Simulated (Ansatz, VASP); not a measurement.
**Ge: VASP beside Ansatz**

The input INCAR:

```
PREC = Accurate
ENCUT = 600
EDIFF = 1E-6
ISMEAR = -1
SIGMA = 0.1
LREAL = F
LASPH = T
NELM = 100
ALGO = Normal
ISIF = 3
LWAVE = F
LCHARG = F
GGA = RE
IBRION = 2
NSW = 80
EDIFFG = -0.01
```

KPOINTS

```
regular mesh
0
Gamma
  13 13 13
```

The input POSCAR:

```
Ge
1.0
    0.0000000000      2.1267354152      2.1267354152
    2.1267354152      0.0000000000      2.1267354152
    2.1267354152      2.1267354152      0.0000000000
Ge
1
Direct
    0.0000000000      0.0000000000      0.0000000000
```

Input for Ansatz:

```yaml
crystal:
  lattice:
    - [0.0, 2.1267354152, 2.1267354152]
    - [2.1267354152, 0.0, 2.1267354152]
    - [2.1267354152, 2.1267354152, 0.0]
  atoms:
    - { symbol: Ge, position: [0.0, 0.0, 0.0] }
hamiltonian:
  xc: revpbe
  pseudopotentials:
    kind: paw
    azcp:
      Ge: "pseudopotentials/Ge.paw.azcp"
basis:
  ecutwfc: 420
  fft_grid_basis: typed
kpoints:
  mp_grid: { grid: [13, 13, 13], shift: [0, 0, 0] }
magnetization:
  spin_polarized: false
scf:
  occupations: { method: fermi_dirac, width: 0.1 }
relax:
  max_steps: 60
  f_tol: 0.01
  cell: {}
```

Alike in both runs: task relaxation of cell and atoms; functional revPBE; k mesh 13 × 13 × 13; occupations fermi-dirac, width 0.1 eV; no spin polarisation.

|  | VASP | Ansatz |
| --- | --- | --- |
| version | VASP 6.6.1 | Ansatz 0.2.0 |
| potentials or method | VASP PAW PBE potentials, release 64 (Ge_d), cutoff 600 eV | plane waves (420 eV) with PAW, scalar-relativistic |
| valence electrons in the cell | 14 | 14 |

```tsv
	VASP	Ansatz	Ansatz less VASP
relaxed volume (Å³/atom)	19.93	19.93	-0.001
relaxed cell length with the largest relative difference (Å)	3.043	3.043	-0.0001
```

VASP's potentials were made for PBE, not for revPBE.
